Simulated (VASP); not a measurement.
# LiSb3: single point with PBE

The system is LiSb3.

```xyz
4
Lattice="0.0000 3.5448 3.5448 3.5448 0.0000 3.5448 3.5448 3.5448 0.0000" Properties=species:S:1:pos:R:3 pbc="T T T"
Li    0.0000    0.0000    0.0000
Sb    3.5448    3.5448    3.5448
Sb    1.7724    1.7724    1.7724
Sb    5.3172    5.3172    5.3172
```

```json
{
 "Program": "VASP 6.6.1",
 "Task": "single point",
 "Functional": "PBE",
 "Potentials or basis": "VASP PAW PBE potentials, release 64 (Li_sv, Sb)",
 "Cutoff": "750 eV",
 "k mesh": "5 × 5 × 5",
 "Occupations": "methfessel-paxton, width 0.02 eV",
 "Spin": "no spin polarisation",
 "Dipole correction": "no",
 "Further INCAR settings": "ALGO = Normal; EDIFF = 1e-06; NBANDS = 17"
}
```

```yaml
Pressure: 10.0 GPa
Band_gap_on_the_k_mesh: zero (bands 9 and 10 overlap by 3.61 eV)
```

Levels at points of the mesh, in eV from the Fermi level:
| k point | band 5 | band 6 | band 7 | band 8 | band 9 | band 10 | band 11 | band 12 | band 13 | band 14 |
| --- | --- | --- | --- | --- | --- | --- | --- | --- | --- | --- |
| (0.00, 0.00, 0.00) | -2.90 | -2.90 | -2.90 | -2.74 | -2.74 | -2.74 | 0.40 | 0.40 | 0.40 | 3.55 |

Run time: 74 s on 1 thread of Intel Xeon 8259CL (shared host), peak memory 0.32 GiB.

Caveat: the cell stands under pressure; spin-orbit coupling is left out, which moves the levels of the heavy elements.
